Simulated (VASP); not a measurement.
# TaN (P6/mmm) in VASP: settings compared

Aim: see how the results for TaN move with the level of theory and the settings. Levels: LDA, BLYP. Tasks: single point.

Program: VASP 6.6.1. These are calculated values, not measurements. Logs are shortened: lines on timing, memory, paths and dates and some standing lists are left out, and cuts for length are marked.

### Step 1. The cell of the first run

The structure is hexagonal, space group P6/mmm (No. 191). Conventional cell: a = 5.191 Å, b = 5.191 Å, c = 2.908 Å, α = 90.00°, β = 90.00°, γ = 120.00°. Within 3.4 Å of Ta (site symmetry 6/mmm) lie 6 N at 2.60 Å and 14 Ta at 2.91 to 3.33 Å. Within 3.0 Å of Ta (site symmetry -6m2) lie 6 N at 2.09 Å and 5 Ta at 2.91 to 3.00 Å. N (site symmetry mmm) has 6 Ta at 2.09 to 2.60 Å and 6 N at 2.60 to 2.91 Å within 3.0 Å.

### Step 2. Single point, LDA

The input, INCAR:

```
SYSTEM = TaN
PREC = Accurate ; ENCUT = 600
EDIFF = 1E-6 ; ISMEAR = 1
SIGMA = 0.1 ; LREAL = .FALSE.
LASPH = .TRUE. ; NELM = 120
ALGO = Normal ; ISIF = 2
LWAVE = .FALSE. ; LCHARG = .FALSE.
GGA = CA ; NBANDS = 33
GGA_COMPAT = .FALSE.
```

The input, KPOINTS:

```
regular mesh
0
G
  6 6 9
  0 0 0
```

The input, POSCAR:

```
TaN
1.0
    5.1910000000      0.0000000000      0.0000000000
   -2.5955000000      4.4955378710      0.0000000000
    0.0000000000      0.0000000000      2.9080000000
Ta N
3 3
Direct
    0.0000000000      0.0000000000      0.0000000000
    0.3333333333      0.6666666667      0.5000000000
    0.6666666667      0.3333333333      0.5000000000
    0.5000000000      0.0000000000      0.0000000000
    0.0000000000      0.5000000000      0.0000000000
    0.5000000000      0.5000000000      0.0000000000
```

Potentials or basis: VASP PAW LDA potentials, release 64 (Ta_pv, N).

Started as:

```
cat potpaw_LDA.64/Ta_pv/POTCAR potpaw_LDA.64/N/POTCAR > POTCAR
mpirun -np 1 vasp_std > vasp.out
```

OUTCAR:

```text
SYSTEM = TaN
   PREC = Accurate
   ENCUT = 600
   EDIFF = 1E-6
   ISMEAR = 1
   LREAL = .FALSE.
   LASPH = .TRUE.
   NELM = 120
   ISIF = 2
   GGA = CA

 ion  position               nearest neighbor table
   1  0.000  0.000  0.000-   5 2.60   6 2.60   5 2.60   6 2.60   4 2.60   4 2.60   3 3.33   3 3.33
                             2 3.33   2 3.33   2 3.33   3 3.33   2 3.33   3 3.33   2 3.33   3 3.33
   2  0.333  0.667  0.500-   4 2.09   4 2.09   5 2.09   5 2.09   6 2.09   6 2.09   3 3.00   3 3.00
                             3 3.00   1 3.33   1 3.33   1 3.33   1 3.33   1 3.33   1 3.33
   3  0.667  0.333  0.500-   4 2.09   4 2.09   5 2.09   5 2.09   6 2.09   6 2.09   2 3.00   2 3.00
                             2 3.00   1 3.33   1 3.33   1 3.33   1 3.33   1 3.33   1 3.33
   4  0.500  0.000  0.000-   2 2.09   3 2.09   2 2.09   3 2.09   1 2.60   1 2.60
   5  0.000  0.500  0.000-   2 2.09   3 2.09   2 2.09   3 2.09   1 2.60   1 2.60
   6  0.500  0.500  0.000-   2 2.09   3 2.09   2 2.09   3 2.09   1 2.60   1 2.60

  LATTYP: Found a hexagonal cell.
 ALAT       =     5.1910000000
 C/A-ratio  =     0.5602003468

  Lattice vectors:

 A1 = (   5.1910000000,   0.0000000000,   0.0000000000)
 A2 = (  -2.5955000000,   4.4955378710,   0.0000000000)
 A3 = (   0.0000000000,   0.0000000000,   2.9080000000)

Analysis of symmetry for initial positions (statically):
=====================================================================
 Subroutine PRICEL returns:
 Original cell was already a primitive cell.

 Routine SETGRP: Setting up the symmetry group for a
 hexagonal supercell.

 Subroutine GETGRP returns: Found 24 space group operations
 (whereof 24 operations were pure point group operations)
 out of a pool of 24 trial point group operations.

The static configuration has the point symmetry D_6h.

Analysis of symmetry for dynamics (positions and initial velocities):
=====================================================================
 Subroutine PRICEL returns:
 Original cell was already a primitive cell.

 Routine SETGRP: Setting up the symmetry group for a
 hexagonal supercell.

 Subroutine GETGRP returns: Found 24 space group operations
 (whereof 24 operations were pure point group operations)
 out of a pool of 24 trial point group operations.

The dynamic configuration has the point symmetry D_6h.

 Subroutine INISYM returns: Found 24 space group operations
 (whereof 24 operations are pure point group operations),
 and found     1 'primitive' translations

----------------------------------------------------------------------------------------

                                     Primitive cell

  volume of cell :      67.8621

  direct lattice vectors                    reciprocal lattice vectors
     5.191000000  0.000000000  0.000000000     0.192641110  0.111221396  0.000000000
    -2.595500000  4.495537871  0.000000000     0.000000000  0.222442793  0.000000000
     0.000000000  0.000000000  2.908000000     0.000000000  0.000000000  0.343878955

  length of vectors
     5.191000000  5.191000000  2.908000000     0.222442793  0.222442793  0.343878955

  position of ions in fractional coordinates (direct lattice)
     0.000000000  0.000000000  0.000000000
     0.333333333  0.666666667  0.500000000
     0.666666667  0.333333333  0.500000000
     0.500000000  0.000000000  0.000000000
     1.000000000  0.500000000  0.000000000
     0.500000000  0.500000000  0.000000000

  ion indices of the primitive-cell ions
   primitive index   ion index
                 1           1
                 2           2
                 3           3
                 4           4
                 5           5
                 6           6

----------------------------------------------------------------------------------------

 KPOINTS: regular mesh

Automatic generation of k-mesh.
 Grid dimensions read from file:
 generate k-points for:    6    6    9

 Generating k-lattice:

  Cartesian coordinates                     Fractional coordinates (reciprocal lattice)
     0.032106852  0.018536899  0.000000000     0.166666667 -0.000000000  0.000000000
     0.000000000  0.037073799  0.000000000     0.000000000  0.166666667  0.000000000
     0.000000000  0.000000000  0.038208773     0.000000000  0.000000000  0.111111111

  Length of vectors
     0.037073799  0.037073799  0.038208773

  Shift w.r.t. Gamma in fractional coordinates (k-lattice)
     0.000000000  0.000000000  0.000000000

 Subroutine IBZKPT returns following result:
 ===========================================

 Found     35 irreducible k-points:

 Following reciprocal coordinates:
            Coordinates               Weight
  0.000000  0.000000  0.000000      1.000000
  0.166667  0.000000  0.000000      6.000000
  0.333333  0.000000  0.000000      6.000000
  0.500000  0.000000  0.000000      3.000000
  0.166667  0.166667  0.000000      6.000000
  0.333333  0.166667  0.000000     12.000000
[... 16 lines left out ...]
  0.166667  0.000000  0.333333     12.000000
  0.333333  0.000000  0.333333     12.000000
 [... further k-points ...]
   k-points           NKPTS =     35   k-points in BZ     NKDIM =     35   number of bands    NBANDS=     33
   number of dos      NEDOS =    301   number of ions     NIONS =      6
   total plane-waves  NPLWV =  42336
   dimension x,y,z NGX =    42 NGY =   42 NGZ =   24
   dimension x,y,z NGXF=    84 NGYF=   84 NGZF=   48
   ions per type =               3   3
   NGX,Y,Z   is equivalent  to a cutoff of  13.45, 13.45, 13.72 a.u.
   NGXF,Y,Z  is equivalent  to a cutoff of  26.90, 26.90, 27.44 a.u.
 SYSTEM =  TaN
   PREC   = accura    normal or accurate (medium, high low for compatibility)
   ISTART =      0    job   : 0-new  1-cont  2-samecut
   ICHARG =      2    charge: 1-file 2-atom 10-const
   ISPIN  =      1    spin polarized calculation?
   LNONCOLLINEAR =      F non collinear calculations
   LSORBIT =      F    spin-orbit coupling
   LASPH  =      T    aspherical Exc in radial PAW
   ENCUT  =  600.0 eV  44.10 Ry    6.64 a.u.  10.37 10.37  5.81*2*pi/ulx,y,z
   NELM   =    120;   NELMIN=  2; NELMDL= -5     # of ELM steps
   EDIFF  = 0.1E-05   stopping-criterion for ELM
   LREAL  =      F    real-space projection
   EDIFFG = 0.1E-04   stopping-criterion for IOM
   NSW    =      0    number of steps for IOM
   IBRION =     -1    ionic relax: 0-MD 1-quasi-New 2-CG
   NFREE  =      0    steps in history (QN), initial steepest desc. (CG)
   ISIF   =      2    stress and relaxation
   ISYM   =      2    0-nonsym 1-usesym 2-fastsym
   POTIM  = 0.5000    time-step for ionic-motion
   TEBEG  =    0.0;   TEEND  =   0.0 temperature during run
   PSTRESS=    0.0 pullay stress
   NELECT =      48.0000    total number of electrons
   NUPDOWN=      -1.0000    fix difference up-down
   EMIN   =  10.00;   EMAX   =-10.00  energy-range for DOS
   EFERMI =   0.00;   METHOD = LEGACY
   ISMEAR =     1;   SIGMA  =   0.10  broadening in eV -4-tet -1-fermi 0-gaus
   EFERMI_NEDOS =   21; number of points for ismear=-14 and -15
   IALGO  =     38    algorithm
   IMIX   =      4    mixing-type and parameters
     AMIX     =   0.40;   BMIX     =  1.00
     AMIX_MAG =   1.60;   BMIX_MAG =  1.00
  volume/ion in A,a.u.               =      11.31        76.33
  Fermi-wavevector in a.u.,A,eV,Ry     =   1.458634  2.756418 28.947918  2.127612
  Thomas-Fermi vector in A             =   2.575295
   LORBIT       =      0    0 simple, 1 ext, 2 COOP (PROOUT), +10 PAW based schemes
   GGA     = CA    functional components
   LHFCALC =     F    Hartree Fock is set to
   AEXX    =    0.0000 exact exchange contribution
   IVDW    =     0    specifies the selected vdW correction
   LEPSILON=     F    determine dielectric tensor
   LRPA    =     F    only Hartree local field effects (RPA)
 non-spin polarized calculation
 Methfessel and Paxton  Order N= 1 SIGMA  =   0.10
  energy-cutoff  :      600.00
  volume of cell :       67.86
 maximum number of plane-waves:      2292
 NGX is ok and might be reduce to    42
   NGX = 21   NGY = 21   NGZ = 11

 number of electron      48.0000004 magnetization

 Free energy of the ion-electron system (eV)
  ---------------------------------------------------
  ext. energy  EPLUGINS =         0.00000000
  ---------------------------------------------------
  free energy    TOTEN  =       -71.32775989 eV

  energy without entropy =      -71.32746830  energy(sigma->0) =      -71.32766269

 E-fermi :   7.8556     XC(G=0): -13.2751

 val. band max:        7.8483068106   @ k =   0.1667   0.0000   0.2222
 cond. band min:       7.9021354576   @ k =   0.0000   0.0000   0.2222
 fundamental gap:      0.0538286470
 Fermi energy:         7.8555756634

 k-point     1 :       0.0000    0.0000    0.0000
  band No.  band energies     occupation
      1     -27.9509      2.00000
      2     -27.9509      2.00000
      3     -27.5603      2.00000
      4     -27.5603      2.00000
      5     -27.3452      2.00000
      6     -27.2292      2.00000
[... 25 lines left out ...]
     32      11.2767      0.00000
     33      11.2767      0.00000

 k-point     2 :       0.1667    0.0000    0.0000
  band No.  band energies     occupation
      1     -27.9721      2.00000
      2     -27.9393      2.00000
      3     -27.5406      2.00000
      4     -27.5305      2.00000
      5     -27.3367      2.00000
      6     -27.2640      2.00000
[... 25 lines left out ...]
     32      11.3828      0.00000
     33      11.6385      0.00000
[... 754 lines left out ...]
     32      11.5108      0.00000
     33      11.9157      0.00000

 k-point    24 :       0.3333    0.0000    0.3333
  band No.  band energies     occupation
      1     -28.0406      2.00000
      2     -27.9091      2.00000
      3     -27.8617      2.00000
      4     -27.7605      2.00000
      5     -27.4748      2.00000
      6     -27.3748      2.00000
[... 25 lines left out ...]
     32      11.7532      0.00000
     33      12.4029      0.00000

 [... further k-points ...]

------------------------ aborting loop because EDIFF is reached ----------------------------------------

  FORCE on cell =-STRESS in cart. coord.  units (eV):
  Direction    XX          YY          ZZ          XY          YZ          ZX
  --------------------------------------------------------------------------------------
  -------------------------------------------------------------------------------------
  Total       -1.5653940     -1.5653940     -1.5617100      0.0000000      0.0000000      0.0000000
  in kB      -36.9578896    -36.9578896    -36.8709125      0.0000000      0.0000000      0.0000000
  external PRESSURE =     -36.9288972 kB  Pullay stress =       0.0000000 kB

 VOLUME and BASIS-vectors are now :
 -----------------------------------------------------------------------------
  energy-cutoff  :      600.00
  volume of cell :       67.86
      direct lattice vectors                 reciprocal lattice vectors
     5.191000000  0.000000000  0.000000000     0.192641110  0.111221396  0.000000000
    -2.595500000  4.495537871  0.000000000     0.000000000  0.222442793  0.000000000
     0.000000000  0.000000000  2.908000000     0.000000000  0.000000000  0.343878955

 POSITION                                       TOTAL-FORCE (eV/Angst)
 -----------------------------------------------------------------------------------
      0.00000      0.00000      0.00000         0.000000     -0.000000      0.000000
     -0.00000      2.99703      1.45400         0.000000      0.000000      0.000000
      2.59550      1.49851      1.45400        -0.000000      0.000000      0.000000
      2.59550      0.00000      0.00000         0.000000     -0.000000      0.000000
     -1.29775      2.24777      0.00000         0.000000     -0.000000      0.000000
      1.29775      2.24777      0.00000         0.000000     -0.000000      0.000000
 -----------------------------------------------------------------------------------
    total drift:                                0.000000      0.000000     -0.000000

  FREE ENERGIE OF THE ION-ELECTRON SYSTEM (eV)
  ---------------------------------------------------
  free  energy   TOTEN  =       -71.3277598926 eV

  energy  without entropy=      -71.3274682959  energy(sigma->0) =      -71.32766269
```

It took 50 s on 1 thread of Intel Xeon Platinum 8559C (Emerald Rapids), shared host; peak memory 0.21 GiB.

Results:

* Free energy: -71.3278 eV
* Pressure: -3.7 GPa
* Band gap on the k mesh: zero (bands 24 and 25 overlap by 2.07 eV)

Levels at points of the mesh, in eV from the Fermi level:
| k point | band 20 | band 21 | band 22 | band 23 | band 24 | band 25 | band 26 | band 27 | band 28 | band 29 |
| --- | --- | --- | --- | --- | --- | --- | --- | --- | --- | --- |
| (0.00, 0.00, 0.00) | -2.79 | -2.79 | -2.29 | -1.88 | -1.11 | -1.11 | 0.97 | 0.97 | 1.41 | 2.36 |
| (0.50, 0.00, 0.00) | -4.41 | -3.18 | -2.69 | -1.48 | -0.51 | 1.50 | 1.97 | 2.01 | 2.47 | 2.59 |

Caveat: the cell stands under tension; spin-orbit coupling is left out, which moves the levels of the heavy elements.

### Step 3. Single point, BLYP

The input, INCAR:

```
PREC     = Accurate       # precision mode
ENCUT    = 600            # plane-wave cutoff, eV
EDIFF    = 1E-6           # SCF threshold, eV
ISMEAR   = 1              # smearing method
SIGMA    = 0.1            # smearing width, eV
LREAL    = F              # projectors in reciprocal space
LASPH    = T              # aspherical terms in the spheres
NELM     = 120            # most SCF steps
ALGO     = Normal         # electronic algorithm
ISIF     = 2              # what is computed and relaxed
LWAVE    = F              # write WAVECAR
LCHARG   = F              # write CHGCAR
GGA      = B5             # functional
ALDAX    = 1.0          
AGGAX    = 1.0          
AGGAC    = 1.0          
ALDAC    = 0.0          
NBANDS   = 33             # bands
GGA_COMPAT= F
```

The input, KPOINTS:

```
Automatic mesh
0
Gamma
  6 6 9
```

POSCAR is that of step 2.

Potentials or basis: VASP PAW PBE potentials, release 64 (Ta_pv, N).

Started as:

```
cat potpaw_PBE.64/Ta_pv/POTCAR potpaw_PBE.64/N/POTCAR > POTCAR
mpirun -np 1 vasp_std > vasp.out
```

Run time: 77 s. Hardware: 1 thread of Intel Xeon Platinum 8559C (Emerald Rapids), shared host; peak memory 0.23 GiB.

Results (log left out):

```
Free energy            : -58.6908 eV
Pressure               : 22.0 GPa
Band gap on the k mesh : zero (bands 24 and 25 overlap by 2.01 eV)
```

Stress tensor (GPa, compression positive):
```
21.19  0.00  0.00
 0.00 21.19  0.00
 0.00  0.00 23.57
```

Levels at points of the mesh, in eV from the Fermi level:
| k point | band 20 | band 21 | band 22 | band 23 | band 24 | band 25 | band 26 | band 27 | band 28 | band 29 |
| --- | --- | --- | --- | --- | --- | --- | --- | --- | --- | --- |
| (0.00, 0.00, 0.00) | -2.90 | -2.90 | -2.36 | -1.89 | -1.05 | -1.05 | 0.99 | 0.99 | 1.52 | 2.31 |
| (0.50, 0.00, 0.00) | -4.47 | -3.23 | -2.80 | -1.45 | -0.50 | 1.53 | 1.99 | 2.00 | 2.39 | 2.51 |

Caveat: the cell stands under pressure; the PAW data sets were made with another functional, which shifts forces and pressure a little; spin-orbit coupling is left out, which moves the levels of the heavy elements.
